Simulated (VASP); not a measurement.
A run of VASP 6.6.1:

Contents of INCAR:

```
SYSTEM = TaSi47
PREC     = Accurate       ! precision mode
ENCUT    = 520            ! plane-wave cutoff, eV
EDIFF    = 1E-6           ! SCF threshold, eV
ISMEAR   = -1             ! smearing method
SIGMA    = 0.01           ! smearing width, eV
LREAL    = Auto         
LASPH    = .TRUE.         ! aspherical terms in the spheres
NELM     = 100            ! most SCF steps
ALGO     = Normal         ! electronic algorithm
ISIF     = 2              ! what is computed and relaxed
LWAVE    = .FALSE.        ! write WAVECAR
LCHARG   = .FALSE.        ! write CHGCAR
GGA      = PE             ! functional
NELECT   = 198.0        
NBANDS   = 130            ! bands
```

The input KPOINTS:

```
regular mesh
0
G
  2 3 2
  0 0 0
```

Contents of POSCAR:

```
TaSi47
1.0
   11.3844000000      0.0000000000      0.0000000000
   -3.7948000000      6.5727864046      0.0000000000
    0.0000000000      0.0000000000     12.7099000000
Si Ta
47 1
Direct
    0.0000000000      0.0000000000      0.4062000000
    0.0000000000      0.5000000000      0.4062000000
    0.3333333333      0.0000000000      0.4062000000
    0.3333333333      0.5000000000      0.4062000000
    0.6666666667      0.0000000000      0.4062000000
    0.6666666667      0.5000000000      0.4062000000
    0.0000000000      0.0000000000      0.9062000000
    0.0000000000      0.5000000000      0.9062000000
    0.3333333333      0.0000000000      0.9062000000
    0.3333333333      0.5000000000      0.9062000000
    0.6666666667      0.0000000000      0.9062000000
    0.6666666667      0.5000000000      0.9062000000
    0.0000000000      0.0000000000      0.0938000000
    0.0000000000      0.5000000000      0.0938000000
    0.3333333333      0.0000000000      0.0938000000
    0.3333333333      0.5000000000      0.0938000000
    0.6666666667      0.0000000000      0.0938000000
    0.6666666667      0.5000000000      0.0938000000
    0.0000000000      0.0000000000      0.5938000000
    0.0000000000      0.5000000000      0.5938000000
    0.3333333333      0.0000000000      0.5938000000
    0.3333333333      0.5000000000      0.5938000000
    0.6666666667      0.0000000000      0.5938000000
    0.6666666667      0.5000000000      0.5938000000
    0.1111111111      0.8333333334      0.3437000000
    0.4444444444      0.3333333334      0.3437000000
    0.4444444444      0.8333333334      0.3437000000
    0.7777777778      0.3333333334      0.3437000000
    0.7777777778      0.8333333334      0.3437000000
    0.2222222222      0.1666666666      0.8437000000
    0.2222222222      0.6666666666      0.8437000000
    0.5555555556      0.1666666666      0.8437000000
    0.5555555556      0.6666666666      0.8437000000
    0.8888888889      0.1666666666      0.8437000000
    0.8888888889      0.6666666666      0.8437000000
    0.1111111111      0.3333333334      0.1563000000
    0.1111111111      0.8333333334      0.1563000000
    0.4444444444      0.3333333334      0.1563000000
    0.4444444444      0.8333333334      0.1563000000
    0.7777777778      0.3333333334      0.1563000000
    0.7777777778      0.8333333334      0.1563000000
    0.2222222222      0.1666666666      0.6563000000
    0.2222222222      0.6666666666      0.6563000000
    0.5555555556      0.1666666666      0.6563000000
    0.5555555556      0.6666666666      0.6563000000
    0.8888888889      0.1666666666      0.6563000000
    0.8888888889      0.6666666666      0.6563000000
    0.1111111111      0.3333333334      0.3437000000
```

Potentials or basis: VASP PAW PBE potentials, release 64 (Si, Ta_pv).

Run with:

```sh
$ cat potpaw_PBE.64/Si/POTCAR potpaw_PBE.64/Ta_pv/POTCAR > POTCAR
$ mpirun -np 1 vasp_std > vasp.out
```

Hardware: 1 thread of Intel(R) Xeon(R) 6975P-C (Granite Rapids), on a shared host.

Question: How long does it take, and how much memory?

Answer: It took 19 min on 1 thread of Intel(R) Xeon(R) 6975P-C (Granite Rapids) (shared host), peak memory 1.2 GiB. Counts: scf iterations 17, k points 8.
